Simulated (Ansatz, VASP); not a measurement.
## Two plane-wave programs on C

```
C
1.0
     0.00000    1.78578    1.78578
     1.78578    0.00000    1.78578
     1.78578    1.78578    0.00000
C
2
Direct
  0.00000 0.00000 0.00000
  0.25000 0.25000 0.25000
```

Alike in both runs: functional PBE; k mesh 13 × 13 × 13; occupations fermi-dirac, width 0.05 eV; no spin polarisation.

Ansatz relaxed the structure, and its values are those at the end. VASP's run is a single point on that final structure, the one shown.

```csv
,VASP,Ansatz
version,VASP 6.6.1,Ansatz 0.2.0
potentials or method,"VASP PAW PBE potentials, release 64 (C)","PAW with Ansatz's default frozen-core files, scalar-relativistic"
plane-wave cutoff (eV),600,420
valence electrons in the cell,8,8
```

```tsv
	VASP	Ansatz	Ansatz less VASP
pressure (GPa)	0.0	0.0	+0.01
```

With one functional, cell and mesh, what is left measures potentials, basis and numerics.
